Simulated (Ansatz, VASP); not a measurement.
**In: VASP beside Ansatz**

Contents of POSCAR:

```
In
1.0
    3.3183771296      0.0000000000      0.0000000000
   -1.6591885648      2.8737980114      0.0000000000
    0.0000000000      0.0000000000     10.6537500805
In
4
Direct
    0.0000000000      0.0000000000      0.0000000000
    0.3333333333      0.6666666667      0.2500000000
    0.0000000000      0.0000000000      0.5000000000
    0.6666666667      0.3333333333      0.7500000000
```

File INCAR.step1:

```
SYSTEM = In
ALGO = Normal ; EDIFF = 1E-4
ENCUT = 520 ; GGA = PE
ISMEAR = 1 ; LASPH = .TRUE.
LCHARG = .FALSE. ; LREAL = .FALSE.
LWAVE = .TRUE. ; NBANDS = 34
NELM = 60 ; PREC = Accurate
SIGMA = 0.15
```

INCAR.step2

```
SYSTEM = In
ALGO = Normal ; EDIFF = 1E-6
ENCUT = 520 ; ISIF = 2
ISMEAR = 1 ; ISTART = 1
LASPH = .TRUE. ; LCHARG = .FALSE.
LMIXTAU = .TRUE. ; LREAL = .FALSE.
LWAVE = .FALSE. ; METAGGA = R2SCAN
NBANDS = 34 ; NELM = 60
PREC = Accurate ; SIGMA = 0.15
```

Contents of KPOINTS:

```
k-points
0
G
  8 8 3
  0 0 0
```

Input for Ansatz:

```yaml
crystal:
  lattice:
    - [3.318377129646324, 0.0, 0.0]
    - [-1.659188564823162, 2.8737980114309183, 0.0]
    - [0.0, 0.0, 10.653750080507008]
  atoms:
    - { symbol: In, position: [0.0, 0.0, 0.0] }
    - { symbol: In, position: [0.3333333333333333, 0.6666666666666666, 0.25] }
    - { symbol: In, position: [0.0, 0.0, 0.5] }
    - { symbol: In, position: [0.6666666666666666, 0.3333333333333333, 0.75] }
basis:
  ecutwfc: 557.833418042754
kpoints:
  mp_grid:
    grid: [8, 8, 3]
hamiltonian:
  xc: r2scan
  pseudopotentials:
    kind: paw
scf:
  occupations:
    method: methfessel_paxton
    width: 0.15
output:
  stress: true
```

Alike in both runs: task single point; functional r2SCAN; k mesh 8 × 8 × 3; occupations methfessel-paxton of order 1, width 0.15 eV; no spin polarisation.

|  | VASP | Ansatz |
| --- | --- | --- |
| version | VASP 6.6.1 | Ansatz 0.2.0 |
| potentials or method | VASP PAW PBE potentials, release 64 (In_d), cutoff 520 eV | plane waves, PAW |
| valence electrons in the cell | 52 | 52 |

Ansatz gave:

| Quantity | Value |
| --- | --- |
| pressure (GPa) | 1.8 |
| traceless stress, the component that is largest in VASP (GPa) | 0.85 |

**Question.** What did VASP give for the same quantities?

**Answer.** Pressure (GPa): 1.7; traceless stress, the component that is largest in VASP (GPa): 0.85.

VASP's potentials were made for PBE, not for r2SCAN.
